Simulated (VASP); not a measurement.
# CaSe (I4/mmm) in VASP: single point with HSE06

Aim: the single point of CaSe with HSE06.

Everything below comes from runs of VASP 6.6.1. Logs are shortened: lines on timing, memory, paths and dates and some standing lists are left out, and cuts for length are marked.

### Step 1. The cell of the first run

The structure is tetragonal, space group I4/mmm (No. 139). Conventional cell: a = 4.197 Å, b = 4.197 Å, c = 5.730 Å, α = 90.00°, β = 90.00°, γ = 90.00°. Within 3.8 Å of Ca (site symmetry 4/mmm) lie 6 Se at 2.86 to 2.97 Å. Se (site symmetry 4/mmm) has 6 Ca at 2.86 to 2.97 Å within 3.8 Å.

### Step 2. Single point, HSE06 (uniaxial z strain -3.5%)

File POSCAR:

```
CaSe
1.0
    0.0000000000      2.9675351259      2.8648584105
    2.9675351259      0.0000000000      2.8648584105
    2.9675351259      2.9675351259      0.0000000000
Ca Se
1 1
Direct
    0.0000000000      0.0000000000      0.0000000000
    0.5000000000      0.5000000000      0.5000000000
```

File INCAR.step1:

```
  PREC = Accurate
  ENCUT = 520
  EDIFF = 1E-5
  ISMEAR = 0
  SIGMA = 0.01
  LREAL = F
  LASPH = T
  NELM = 60
  ALGO = Normal
  ISIF = 2
  LWAVE = T
  LCHARG = F
  GGA = PE
  NBANDS = 15
  KPAR = 2
```

File INCAR.step2:

```
  PREC = Accurate
  ENCUT = 520
  EDIFF = 1E-6
  ISMEAR = 0
  SIGMA = 0.01
  LREAL = F
  LASPH = T
  NELM = 60
  ALGO = Normal
  ISIF = 2
  LWAVE = F
  LCHARG = F
  GGA = PE
  LHFCALC = T
  HFSCREEN = 0.2079
  PRECFOCK = Normal
  ISTART = 1
  NBANDS = 15
  KPAR = 2
```

File KPOINTS:

```
Automatic mesh
0
Gamma
  6 6 6
```

Potentials or basis: VASP PAW PBE potentials, release 64 (Ca_sv, Se).

Launch:

```sh
cat potpaw_PBE.64/Ca_sv/POTCAR potpaw_PBE.64/Se/POTCAR > POTCAR
cp INCAR.step1 INCAR
mpirun -np 2 vasp_std > vasp.out
cp INCAR.step2 INCAR
mpirun -np 2 vasp_std > vasp.out
```

OUTCAR:

```text
PREC = Accurate
   ENCUT = 520
   EDIFF = 1E-6
   ISMEAR = 0
   LREAL = F
   LASPH = T
   NELM = 60
   ISIF = 2
   GGA = PE
   LHFCALC = T
   HFSCREEN = 0.2079
   PRECFOCK = Normal
   ISTART = 1

 ion  position               nearest neighbor table
   1  0.000  0.000  0.000-   2 2.86   2 2.86   2 2.97   2 2.97   2 2.97   2 2.97
   2  0.500  0.500  0.500-   1 2.86   1 2.86   1 2.97   1 2.97   1 2.97   1 2.97

  LATTYP: Found a body centered tetragonal cell.
 ALAT       =     4.1967284219
 C/A-ratio  =     1.3652817731

  Lattice vectors:

 A1 = (   0.0000000000,  -2.9675351259,  -2.8648584105)
 A2 = (   0.0000000000,   2.9675351259,  -2.8648584105)
 A3 = (   2.9675351259,   0.0000000000,   2.8648584105)

Analysis of symmetry for initial positions (statically):
=====================================================================
 Subroutine PRICEL returns:
 Original cell was already a primitive cell.

 Routine SETGRP: Setting up the symmetry group for a
 body centered tetragonal supercell.

 Subroutine GETGRP returns: Found 16 space group operations
 (whereof 16 operations were pure point group operations)
 out of a pool of 16 trial point group operations.

The static configuration has the point symmetry D_4h.

Analysis of symmetry for dynamics (positions and initial velocities):
=====================================================================
 Subroutine PRICEL returns:
 Original cell was already a primitive cell.

 Routine SETGRP: Setting up the symmetry group for a
 body centered tetragonal supercell.

 Subroutine GETGRP returns: Found 16 space group operations
 (whereof 16 operations were pure point group operations)
 out of a pool of 16 trial point group operations.

The dynamic configuration has the point symmetry D_4h.

 Subroutine INISYM returns: Found 16 space group operations
 (whereof 16 operations are pure point group operations),
 and found     1 'primitive' translations

----------------------------------------------------------------------------------------

                                     Primitive cell

  volume of cell :      50.4574

  direct lattice vectors                    reciprocal lattice vectors
     0.000000000  2.967535126  2.864858411    -0.168490002  0.168490002  0.174528695
     2.967535126  0.000000000  2.864858411     0.168490002 -0.168490002  0.174528695
     2.967535126  2.967535126  0.000000000     0.168490002  0.168490002 -0.174528695

  length of vectors
     4.124764046  4.124764046  4.196728422     0.295360842  0.295360842  0.295360842

  position of ions in fractional coordinates (direct lattice)
     0.000000000  0.000000000  0.000000000
     0.500000000  0.500000000  0.500000000

  ion indices of the primitive-cell ions
   primitive index   ion index
                 1           1
                 2           2

----------------------------------------------------------------------------------------

 KPOINTS: Automatic mesh

Automatic generation of k-mesh.
 Grid dimensions read from file:
 generate k-points for:    6    6    6

 Generating k-lattice:

  Cartesian coordinates                     Fractional coordinates (reciprocal lattice)
    -0.028081667  0.028081667  0.029088116     0.166666667  0.000000000  0.000000000
     0.028081667 -0.028081667  0.029088116     0.000000000  0.166666667  0.000000000
     0.028081667  0.028081667 -0.029088116     0.000000000  0.000000000  0.166666667

  Length of vectors
     0.049226807  0.049226807  0.049226807

  Shift w.r.t. Gamma in fractional coordinates (k-lattice)
     0.000000000  0.000000000  0.000000000

 Subroutine IBZKPT returns following result:
 ===========================================

 Found     30 irreducible k-points:

 Following reciprocal coordinates:
            Coordinates               Weight
  0.000000  0.000000  0.000000      1.000000
  0.166667  0.000000  0.000000      8.000000
  0.333333  0.000000  0.000000      8.000000
  0.500000  0.000000  0.000000      4.000000
  0.166667  0.166667  0.000000      2.000000
  0.333333  0.166667  0.000000      8.000000
[... 16 lines left out ...]
  0.333333  0.000000  0.333333      4.000000
  0.500000  0.000000  0.333333     16.000000
 [... further k-points ...]
   k-points           NKPTS =     30   k-points in BZ     NKDIM =    216   number of bands    NBANDS=     15
   number of dos      NEDOS =    301   number of ions     NIONS =      2
   total plane-waves  NPLWV =  32768
   dimension x,y,z NGX =    32 NGY =   32 NGZ =   32
   dimension x,y,z NGXF=    64 NGYF=   64 NGZF=   64
   ions per type =               1   1
   NGX,Y,Z   is equivalent  to a cutoff of  12.90, 12.90, 12.68 a.u.
   NGXF,Y,Z  is equivalent  to a cutoff of  25.79, 25.79, 25.35 a.u.
 SYSTEM =  unknown system
   PREC   = accura    normal or accurate (medium, high low for compatibility)
   ISTART =      1    job   : 0-new  1-cont  2-samecut
   ICHARG =      0    charge: 1-file 2-atom 10-const
   ISPIN  =      1    spin polarized calculation?
   LNONCOLLINEAR =      F non collinear calculations
   LSORBIT =      F    spin-orbit coupling
   LASPH  =      T    aspherical Exc in radial PAW
   ENCUT  =  520.0 eV  38.22 Ry    6.18 a.u.   7.67  7.67  7.80*2*pi/ulx,y,z
   NELM   =     60;   NELMIN=  2; NELMDL=  0     # of ELM steps
   EDIFF  = 0.1E-05   stopping-criterion for ELM
   LREAL  =      F    real-space projection
   EDIFFG = 0.1E-04   stopping-criterion for IOM
   NSW    =      0    number of steps for IOM
   IBRION =     -1    ionic relax: 0-MD 1-quasi-New 2-CG
   NFREE  =      0    steps in history (QN), initial steepest desc. (CG)
   ISIF   =      2    stress and relaxation
   ISYM   =      3    0-nonsym 1-usesym 2-fastsym
   POTIM  = 0.5000    time-step for ionic-motion
   TEBEG  =    0.0;   TEEND  =   0.0 temperature during run
   PSTRESS=    0.0 pullay stress
   NELECT =      16.0000    total number of electrons
   NUPDOWN=      -1.0000    fix difference up-down
   EMIN   =  10.00;   EMAX   =-10.00  energy-range for DOS
   EFERMI =   0.00;   METHOD = LEGACY
   ISMEAR =     0;   SIGMA  =   0.01  broadening in eV -4-tet -1-fermi 0-gaus
   EFERMI_NEDOS =   21; number of points for ismear=-14 and -15
   IALGO  =     38    algorithm
   IMIX   =      1    mixing-type and parameters
     AMIX     =   0.40;   BMIX     =  1.00
     AMIX_MAG =   1.60;   BMIX_MAG =  1.00
  volume/ion in A,a.u.               =      25.23       170.25
  Fermi-wavevector in a.u.,A,eV,Ry     =   1.116366  2.109625 16.956568  1.246273
  Thomas-Fermi vector in A             =   2.252979
   LORBIT       =      0    0 simple, 1 ext, 2 COOP (PROOUT), +10 PAW based schemes
   GGA     = PE    functional components
   LHFCALC =     T    Hartree Fock is set to
   PRECFOCK=normal    Normal, Fast or Accurate (Low or Medium for compatibility)
   ENCUT4O =  -1.0   cutoff for four orbital integrals eV
   NKREDX  =     1    reduce k-point grid by
   NKREDY  =     1    reduce k-point grid by
   NKREDZ  =     1    reduce k-point grid by
   AEXX    =    0.2500 exact exchange contribution
   HFSCREEN=    0.2079 screening length (either q_TF or 0.3 A-1)
   HFSCREENC=   0.2079 screening length for correlation (either q_TF or 0.3 A-1)
   ENCUTFOCK=  -1.0 apply spherical cutoff to Coloumb kernel
   IVDW    =     0    specifies the selected vdW correction
   LEPSILON=     F    determine dielectric tensor
   LRPA    =     F    only Hartree local field effects (RPA)
 non-spin polarized calculation
 Gauss-broadening in eV      SIGMA  =   0.01
  energy-cutoff  :      520.00
  volume of cell :       50.46
 maximum number of plane-waves:      1387
 NGX is ok and might be reduce to    32
  NGX = 24; NGY = 24; NGZ = 24

 number of electron      16.0000000 magnetization

 Free energy of the ion-electron system (eV)
  ---------------------------------------------------
  ext. energy  EPLUGINS =         0.00000000
  ---------------------------------------------------
  free energy    TOTEN  =       -10.65904642 eV

  energy without entropy =      -10.65904642  energy(sigma->0) =      -10.65904642

 E-fermi :   2.1404     XC(G=0):  -7.7100

 val. band max:        2.0532920238   @ k =   0.0000   0.0000   0.0000
 cond. band min:       4.9441305582   @ k =   0.5000   0.5000   0.0000
 fundamental gap:      2.8908385344
 Fermi energy:         2.1404469737

 k-point     1 :       0.0000    0.0000    0.0000
  band No.  band energies     occupation
      1     -40.6834      2.00000
      2     -20.2095      2.00000
      3     -20.2080      2.00000
      4     -20.2080      2.00000
      5     -10.9597      2.00000
      6       2.0458      2.00000
      7       2.0458      2.00000
      8       2.0533      2.00000
      9       6.4291      0.00000
     10       6.8799      0.00000
     11       6.8799      0.00000
     12       7.1491      0.00000
     13       7.5680      0.00000
     14       7.7787      0.00000
     15      12.8212      0.00000

 k-point     2 :       0.1667    0.0000    0.0000
  band No.  band energies     occupation
      1     -40.6813      2.00000
      2     -20.2459      2.00000
      3     -20.2107      2.00000
      4     -20.2096      2.00000
      5     -10.7635      2.00000
      6       0.7749      2.00000
      7       1.6285      2.00000
      8       1.6384      2.00000
      9       6.7873      0.00000
     10       7.3207      0.00000
     11       7.4523      0.00000
     12       7.9807      0.00000
     13       8.3199      0.00000
     14       8.6198      0.00000
     15      13.2951      0.00000
[... 365 lines left out ...]
      3     -20.2420      2.00000
      4     -20.2331      2.00000
      5     -10.3816      2.00000
      6      -0.7055      2.00000
      7       1.1574      2.00000
      8       1.2338      2.00000
      9       5.3349      0.00000
     10       8.0955      0.00000
     11       8.4866      0.00000
     12       9.5356      0.00000
     13       9.5733      0.00000
     14      10.6499      0.00000
     15      12.8346      0.00000

 k-point    24 :       0.5000    0.0000    0.3333
  band No.  band energies     occupation
      1     -40.6731      2.00000
      2     -20.3038      2.00000
      3     -20.2586      2.00000
      4     -20.2379      2.00000
      5     -10.2286      2.00000
      6      -0.7825      2.00000
      7       0.4199      2.00000
      8       0.9538      2.00000
      9       5.8021      0.00000
     10       8.8444      0.00000
     11       9.2189      0.00000
     12       9.5545      0.00000
     13       9.7424      0.00000
     14       9.8629      0.00000
     15      12.6513      0.00000

 [... further k-points ...]

------------------------ aborting loop because EDIFF is reached ----------------------------------------

  FORCE on cell =-STRESS in cart. coord.  units (eV):
  Direction    XX          YY          ZZ          XY          YZ          ZX
  --------------------------------------------------------------------------------------
  -------------------------------------------------------------------------------------
  Total        0.3098230      0.3098230      1.6352367      0.0000000      0.0000000     -0.0000000
  in kB        9.8378302      9.8378302     51.9237829      0.0000000      0.0000000     -0.0000000
  external PRESSURE =      23.8664811 kB  Pullay stress =       0.0000000 kB

 VOLUME and BASIS-vectors are now :
 -----------------------------------------------------------------------------
  energy-cutoff  :      520.00
  volume of cell :       50.46
      direct lattice vectors                 reciprocal lattice vectors
     0.000000000  2.967535126  2.864858411    -0.168490002  0.168490002  0.174528695
     2.967535126  0.000000000  2.864858411     0.168490002 -0.168490002  0.174528695
     2.967535126  2.967535126  0.000000000     0.168490002  0.168490002 -0.174528695

 POSITION                                       TOTAL-FORCE (eV/Angst)
 -----------------------------------------------------------------------------------
      0.00000      0.00000      0.00000         0.000000      0.000000     -0.000000
      2.96754      2.96754      2.86486         0.000000      0.000000      0.000000
 -----------------------------------------------------------------------------------
    total drift:                               -0.000000      0.000000      0.000000

  FREE ENERGIE OF THE ION-ELECTRON SYSTEM (eV)
  ---------------------------------------------------
  free  energy   TOTEN  =       -10.6590464151 eV

  energy  without entropy=      -10.6590464151  energy(sigma->0) =      -10.65904642
```

It took 20 min on 2 MPI ranks of Intel Xeon 6975P-C (Granite Rapids), shared host; peak memory 0.31 GiB.

Results:

```
Free energy            : -10.6590 eV
Pressure               : 2.4 GPa
Band gap on the k mesh : 2.89 eV (least direct gap 3.90 eV)
```

Levels at points of the mesh, in eV from the valence-band top:
| k point | band 4 | band 5 | band 6 | band 7 | band 8 | band 9 | band 10 | band 11 | band 12 | band 13 |
| --- | --- | --- | --- | --- | --- | --- | --- | --- | --- | --- |
| (0.00, 0.00, 0.00) | -22.26 | -13.01 | -0.01 | -0.01 | 0.00 | 4.38 | 4.83 | 4.83 | 5.10 | 5.51 |
| (0.50, 0.00, 0.00) | -22.27 | -12.15 | -3.70 | -1.33 | -1.32 | 5.42 | 7.05 | 7.15 | 7.22 | 8.98 |
| (0.50, 0.50, 0.00) | -22.31 | -12.28 | -2.79 | -1.17 | -1.17 | 2.89 | 6.10 | 6.60 | 7.81 | 7.81 |
| (0.50, 0.00, 0.50) | -22.30 | -12.32 | -2.91 | -1.07 | -0.98 | 2.92 | 6.11 | 6.56 | 7.76 | 7.76 |

Caveat: the cell differs from its parent crystal (uniaxial z strain -3.5%); the PAW data sets were made with another functional, which shifts forces and pressure a little.
